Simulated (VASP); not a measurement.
# MnO (Fm-3m) in VASP: further runs, part 2 of 2

VASP 6.6.1. Earlier steps stand in the parts before.

### 4 Single point, LDA, collinear spin, ferromagnetic start

This run uses another cell than the first one, of 10.78 Å³/atom.

INCAR

```
PREC = Accurate ; ENCUT = 700
EDIFF = 1E-6 ; ISMEAR = -1
SIGMA = 0.05 ; LREAL = F
LASPH = T ; NELM = 200
ALGO = Normal ; ISIF = 2
LWAVE = F ; LCHARG = T
ISPIN = 2 ; MAGMOM = 4 0
LORBIT = 11 ; LMAXMIX = 4
GGA = CA ; LELF = T
LVHAR = T ; NBANDS = 22
GGA_COMPAT = F
```

KPOINTS

```
regular mesh
0
Gamma
  10 10 10
```

POSCAR

```
MnO
1.0
    0.0000000000      2.2089816980      2.2089816980
    2.2089816980      0.0000000000      2.2089816980
    2.2089816980      2.2089816980      0.0000000000
Mn O
1 1
Direct
    0.0000000000      0.0000000000      0.0000000000
    0.5000000000      0.5000000000      0.5000000000
```

Potentials or basis: VASP PAW LDA potentials, release 64 (Mn_sv, O).

Command:

```bash
cat potpaw_LDA.64/Mn_sv/POTCAR potpaw_LDA.64/O/POTCAR > POTCAR
mpirun -np 1 vasp_std > vasp.out
```

OUTCAR:

```text
PREC = Accurate
   ENCUT = 700
   EDIFF = 1E-6
   ISMEAR = -1
   LREAL = F
   LASPH = T
   NELM = 200
   ISIF = 2
   ISPIN = 2
   LORBIT = 11
   GGA = CA

 ion  position               nearest neighbor table
   1  0.000  0.000  0.000-   2 2.21   2 2.21   2 2.21   2 2.21   2 2.21   2 2.21
   2  0.500  0.500  0.500-   1 2.21   1 2.21   1 2.21   1 2.21   1 2.21   1 2.21

  LATTYP: Found a face centered cubic cell.
 ALAT       =     4.4179633960

  Lattice vectors:

 A1 = (   0.0000000000,   2.2089816980,   2.2089816980)
 A2 = (   2.2089816980,   0.0000000000,   2.2089816980)
 A3 = (   2.2089816980,   2.2089816980,   0.0000000000)

Analysis of symmetry for initial positions (statically):
=====================================================================
 Subroutine PRICEL returns:
 Original cell was already a primitive cell.

 Routine SETGRP: Setting up the symmetry group for a
 face centered cubic supercell.

 Subroutine GETGRP returns: Found 48 space group operations
 (whereof 48 operations were pure point group operations)
 out of a pool of 48 trial point group operations.

The static configuration has the point symmetry O_h .

Analysis of symmetry for dynamics (positions and initial velocities):
=====================================================================
 Subroutine PRICEL returns:
 Original cell was already a primitive cell.

 Routine SETGRP: Setting up the symmetry group for a
 face centered cubic supercell.

 Subroutine GETGRP returns: Found 48 space group operations
 (whereof 48 operations were pure point group operations)
 out of a pool of 48 trial point group operations.

The dynamic configuration has the point symmetry O_h .

Analysis of structural, dynamic, and magnetic symmetry:
=====================================================================
 Subroutine PRICEL returns:
 Original cell was already a primitive cell.

 Routine SETGRP: Setting up the symmetry group for a
 face centered cubic supercell.

 Subroutine GETGRP returns: Found 48 space group operations
 (whereof 48 operations were pure point group operations)
 out of a pool of 48 trial point group operations.

The overall configuration has the point symmetry O_h .

 Subroutine INISYM returns: Found 48 space group operations
 (whereof 48 operations are pure point group operations),
 and found     1 'primitive' translations

----------------------------------------------------------------------------------------

                                     Primitive cell

  volume of cell :      21.5579

  direct lattice vectors                    reciprocal lattice vectors
     0.000000000  2.208981698  2.208981698    -0.226348639  0.226348639  0.226348639
     2.208981698  0.000000000  2.208981698     0.226348639 -0.226348639  0.226348639
     2.208981698  2.208981698  0.000000000     0.226348639  0.226348639 -0.226348639

  length of vectors
     3.123971876  3.123971876  3.123971876     0.392047342  0.392047342  0.392047342

  position of ions in fractional coordinates (direct lattice)
     0.000000000  0.000000000  0.000000000
     0.500000000  0.500000000  0.500000000

[... 35 lines left out ...]
  0.200000  0.000000  0.000000      8.000000
  0.300000  0.000000  0.000000      8.000000
  0.400000  0.000000  0.000000      8.000000
  0.500000  0.000000  0.000000      4.000000
[... 16 lines left out ...]
  0.300000  0.300000  0.000000      6.000000
  0.400000  0.300000  0.000000     24.000000
 [... further k-points ...]
   k-points           NKPTS =     47   k-points in BZ     NKDIM =     47   number of bands    NBANDS=     22
   number of dos      NEDOS =    301   number of ions     NIONS =      2
   total plane-waves  NPLWV =  21952
   dimension x,y,z NGX =    28 NGY =   28 NGZ =   28
   dimension x,y,z NGXF=    56 NGYF=   56 NGZF=   56
   ions per type =               1   1
   NGX,Y,Z   is equivalent  to a cutoff of  14.90, 14.90, 14.90 a.u.
   NGXF,Y,Z  is equivalent  to a cutoff of  29.80, 29.80, 29.80 a.u.
 SYSTEM =  unknown system
   PREC   = accura    normal or accurate (medium, high low for compatibility)
   ISTART =      0    job   : 0-new  1-cont  2-samecut
   ICHARG =      2    charge: 1-file 2-atom 10-const
   ISPIN  =      2    spin polarized calculation?
   LNONCOLLINEAR =      F non collinear calculations
   LSORBIT =      F    spin-orbit coupling
   LASPH  =      T    aspherical Exc in radial PAW
   ENCUT  =  700.0 eV  51.45 Ry    7.17 a.u.   6.74  6.74  6.74*2*pi/ulx,y,z
   NELM   =    200;   NELMIN=  2; NELMDL= -5     # of ELM steps
   EDIFF  = 0.1E-05   stopping-criterion for ELM
   LREAL  =      F    real-space projection
[... 7 lines left out ...]
   TEBEG  =    0.0;   TEEND  =   0.0 temperature during run
   PSTRESS=    0.0 pullay stress
   NELECT =      21.0000    total number of electrons
   NUPDOWN=      -1.0000    fix difference up-down
   EMIN   =  10.00;   EMAX   =-10.00  energy-range for DOS
   EFERMI =   0.00;   METHOD = LEGACY
   ISMEAR =    -1;   SIGMA  =   0.05  broadening in eV -4-tet -1-fermi 0-gaus
   EFERMI_NEDOS =   21; number of points for ismear=-14 and -15
   IALGO  =     38    algorithm
   IMIX   =      4    mixing-type and parameters
     AMIX     =   0.40;   BMIX     =  1.00
     AMIX_MAG =   1.60;   BMIX_MAG =  1.00
  volume/ion in A,a.u.               =      10.78        72.74
  Fermi-wavevector in a.u.,A,eV,Ry     =   1.622853  3.066747 35.833003  2.633651
  Thomas-Fermi vector in A             =   2.716398
   LORBIT       =     11    0 simple, 1 ext, 2 COOP (PROOUT), +10 PAW based schemes
   GGA     = CA    functional components
   LHFCALC =     F    Hartree Fock is set to
   AEXX    =    0.0000 exact exchange contribution
   IVDW    =     0    specifies the selected vdW correction
   LEPSILON=     F    determine dielectric tensor
   LRPA    =     F    only Hartree local field effects (RPA)
 spin polarized calculation
  energy-cutoff  :      700.00
  volume of cell :       21.56
 maximum number of plane-waves:       934
   NGX = 13   NGY = 13   NGZ = 13

 number of electron      21.0000003 magnetization       4.4400108

 Free energy of the ion-electron system (eV)
  ---------------------------------------------------
  ext. energy  EPLUGINS =         0.00000000
  ---------------------------------------------------
  free energy    TOTEN  =       -17.68831262 eV

  energy without entropy =      -17.67758607  energy(sigma->0) =      -17.68294935

 E-fermi :   9.1182     XC(G=0): -12.5713

 val. band max:        9.0839007108   @ k =   0.4000   0.1000   0.0000
 cond. band min:       9.1415191363   @ k =   0.5000   0.3000   0.1000
 fundamental gap:      0.0576184255
 Fermi energy:         9.1182015113

 spin component 1

 k-point     1 :       0.0000    0.0000    0.0000
  band No.  band energies     occupation
      1     -71.3628      1.00000
      2     -40.5686      1.00000
      3     -40.5686      1.00000
      4     -40.5686      1.00000
      5     -11.1124      1.00000
      6       5.1613      1.00000
[... 589 lines left out ...]
     21      35.6988      0.00000
     22      36.8246      0.00000

 [... further k-points ...]

 spin component 2

 k-point     1 :       0.0000    0.0000    0.0000
  band No.  band energies     occupation
      1     -67.2236      1.00000
      2     -36.5428      1.00000
      3     -36.5428      1.00000
      4     -36.5428      1.00000
      5     -10.6826      1.00000
      6       5.5628      1.00000
[... 589 lines left out ...]
     21      36.6045      0.00000
     22      37.5934      0.00000

 [... further k-points ...]
[... 5 lines left out ...]
  --------------------------------------------------------------------------------------
  -------------------------------------------------------------------------------------
  Total       -2.3491662     -2.3491662     -2.3491662      0.0000000      0.0000000     -0.0000000
  in kB     -174.5894385   -174.5894385   -174.5894385      0.0000000      0.0000000     -0.0000000
  external PRESSURE =    -174.5894385 kB  Pullay stress =       0.0000000 kB

 VOLUME and BASIS-vectors are now :
 -----------------------------------------------------------------------------
  energy-cutoff  :      700.00
  volume of cell :       21.56
      direct lattice vectors                 reciprocal lattice vectors
     0.000000000  2.208981698  2.208981698    -0.226348639  0.226348639  0.226348639
     2.208981698  0.000000000  2.208981698     0.226348639 -0.226348639  0.226348639
     2.208981698  2.208981698  0.000000000     0.226348639  0.226348639 -0.226348639

 POSITION                                       TOTAL-FORCE (eV/Angst)
 -----------------------------------------------------------------------------------
      0.00000      0.00000      0.00000         0.000000      0.000000      0.000000
      2.20898      2.20898      2.20898        -0.000000     -0.000000     -0.000000
 -----------------------------------------------------------------------------------
    total drift:                                0.000000      0.000000      0.000000

  FREE ENERGIE OF THE ION-ELECTRON SYSTEM (eV)
  ---------------------------------------------------
  free  energy   TOTEN  =       -17.6883126209 eV

  energy  without entropy=      -17.6775860707  energy(sigma->0) =      -17.68294935

 total charge

# of ion       s       p       d       tot
------------------------------------------
    1        2.117   6.012   4.696  12.826
    2        1.546   3.384   0.000   4.931
--------------------------------------------------
tot          3.663   9.397   4.696  17.756

 magnetization (x)

# of ion       s       p       d       tot
------------------------------------------
    1        0.020   0.011   3.852   3.884
    2        0.029   0.145   0.000   0.174
--------------------------------------------------
tot          0.049   0.156   3.852   4.058
```

It took 53 s on 1 thread of Intel Xeon Platinum 8375C at 2.90GHz (Ice Lake), shared host; peak memory 0.18 GiB.

Results:

```yaml
Free_energy: -17.6883 eV
Pressure: -17.5 GPa
Net_moment: 4.44 μB per cell
Site_moments: Mn +3.88; O +0.17 μB
Valence_electrons_inside_the_program's_atomic_spheres: Mn 12.83; O 4.93
```

Caveat: the cell stands under tension; a cell with one magnetic atom can't hold antiferromagnetic order, which such compounds often take; semilocal functionals often make such compounds metallic where correlation or magnetic order opens a gap, which also shifts bond lengths.

### 5 Single point, PBEsol, collinear spin, ferromagnetic start

This run uses another cell than the first one, of 10.12 Å³/atom.

INCAR

```
  PREC = Accurate
  ENCUT = 700
  EDIFF = 1E-6
  ISMEAR = -1
  SIGMA = 0.05
  LREAL = F
  LASPH = T
  NELM = 200
  ALGO = Normal
  ISIF = 2
  LWAVE = F
  LCHARG = T
  ISPIN = 2
  MAGMOM = 4 0
  LORBIT = 11
  LMAXMIX = 4
  GGA = PS
  LELF = T
  LVHAR = T
  NBANDS = 22
  GGA_COMPAT = F
```

KPOINTS is that of step 4.

POSCAR

```
MnO
1.0
    0.0000000000      2.1633329369      2.1633329369
    2.1633329369      0.0000000000      2.1633329369
    2.1633329369      2.1633329369      0.0000000000
Mn O
1 1
Direct
    0.0000000000      0.0000000000      0.0000000000
    0.5000000000      0.5000000000      0.5000000000
```

Potentials or basis: VASP PAW PBE potentials, release 64 (Mn_sv, O).

Command:

```bash
cat potpaw_PBE.64/Mn_sv/POTCAR potpaw_PBE.64/O/POTCAR > POTCAR
mpirun -np 1 vasp_std > vasp.out
```

It took 48 s on 1 thread of Intel Xeon Platinum 8559C (Emerald Rapids), shared host; peak memory 0.2 GiB.

Results (log left out):

| Item | Value |
| --- | --- |
| Free energy | -17.3409 eV |
| Pressure | -0.7 GPa |
| Net moment | 4.44 μB per cell |
| Site moments | Mn +3.91; O +0.17 μB |
| Valence electrons inside the program's atomic spheres | Mn 12.85; O 4.97 |

Levels at points of the mesh, in eV from the Fermi level:
Spin up:
```csv
k point,band 10,band 11,band 12,band 13,band 14,band 15,band 16,band 17
"(0.00, 0.00, 0.00)",-3.32,-3.32,-2.73,-2.73,-0.28,13.99,16.71,16.71
"(0.50, 0.00, 0.00)",-2.25,-1.81,0.42,0.42,3.46,8.30,12.22,12.22
"(0.50, 0.50, 0.00)",-2.23,-1.92,-1.92,-1.73,5.46,8.09,10.67,14.34
```
Spin down:
```tsv
k point	band 6	band 7	band 8	band 9	band 10	band 11
(0.00, 0.00, 0.00)	-3.89	-3.89	-3.89	0.32	0.32	0.32
(0.50, 0.00, 0.00)	-8.27	-5.58	-5.58	1.71	1.74	1.74
(0.50, 0.50, 0.00)	-7.21	-4.95	-4.95	-1.48	1.73	2.09
```

Caveat: the PAW data sets were made with another functional, which shifts forces and pressure a little; a cell with one magnetic atom can't hold antiferromagnetic order, which such compounds often take; semilocal functionals often make such compounds metallic where correlation or magnetic order opens a gap, which also shifts bond lengths. With open d or f shells a metallic result of PBEsol can be an artefact of self-interaction; +U or a hybrid may open a gap.

### 6 Summary

| level | potentials or basis | cell | k mesh | cutoff (eV) | grid for exact exchange (PRECFOCK) | share of exact exchange | gap on the mesh (eV) | pressure (GPa) | moment (μB) |
| --- | --- | --- | --- | --- | --- | --- | --- | --- | --- |
| B3LYP5 | VASP PAW PBE potentials, release 64 (Mn_pv, O) | a = 3.186 Å, angles 60.0°, 2 atoms | 5 × 5 × 5 | 520 | Normal | 0.2 | 2.02 | -0.6 | 5.00 |
| LDA | VASP PAW LDA potentials, release 64 (Mn_sv, O) | a = 3.145 Å, angles 60.0°, 2 atoms | 10 × 10 × 10 | 700 | - | - | none | -18.6 | 4.52 |
| LDA | VASP PAW LDA potentials, release 64 (Mn_sv, O) | a = 3.124 Å, angles 60.0°, 2 atoms | 10 × 10 × 10 | 700 | - | - | none | -17.5 | 4.44 |
| PBEsol | VASP PAW PBE potentials, release 64 (Mn_sv, O) | a = 3.059 Å, angles 60.0°, 2 atoms | 10 × 10 × 10 | 700 | - | - | none | -0.7 | 4.44 |

Alike in all rows: task single point; spin collinear, ferromagnetic start; smearing fermi-dirac 0.05 eV.

Caveats: some runs use coarse meshes; a cell with one magnetic atom can't hold antiferromagnetic order, which such compounds often take; semilocal functionals often make such compounds metallic where correlation or magnetic order opens a gap, which also shifts bond lengths (at least some runs); the PAW data sets were made with another functional, which shifts forces and pressure a little (at least some runs); the cell stands under tension (at least some runs); an odd mesh through Γ misses points on the zone boundary, where band edges can lie (at least some runs).

Absolute energies hang on the potentials; compare differences alone.

The gap in the log of VASP goes by the Fermi energy; the results here count the filled bands.